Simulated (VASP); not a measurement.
Input of a VASP 6.6.1 run:

Contents of INCAR:

```
ALGO = Normal ; EDIFF = 1E-8
ENCUT = 520 ; GGA = PE
ISIF = 2 ; ISMEAR = -1
LASPH = T ; LCHARG = F
LEFG = T ; LREAL = F
LWAVE = F ; NBANDS = 16
NELM = 80 ; PREC = Accurate
SIGMA = 0.05
```

The input KPOINTS:

```
k-points
0
Gamma
  8 8 8
```

The input POSCAR:

```
InAs
1.0
    0.0000000000      2.8773040000      2.8773040000
    2.8773040000      0.0000000000      2.8773040000
    2.8773040000      2.8773040000      0.0000000000
In As
1 1
Direct
    0.5000000000      0.5000000000      0.5000000000
    0.0000000000      0.0000000000      0.0000000000
```

Potentials or basis: VASP PAW PBE potentials, release 64 (In_d, As).

Launch:

```bash
$ cat potpaw_PBE.64/In_d/POTCAR potpaw_PBE.64/As/POTCAR > POTCAR
$ mpirun -np 1 vasp_std > vasp.out
```

**Question.** Predict the band gap on the k mesh.

**Answer.** Zero (band 9 reaches 6.26 eV, above the bottom of band 10 at 3.69 eV).

**Question.** What does it give for the pressure?

**Answer.** 0.0 GPa.

Caveat: without QUAD_EFG the Cq values of the log hold for a quadrupole moment of 1 mb, not for the nuclei; spin-orbit coupling is left out, which moves the levels of the heavy elements.
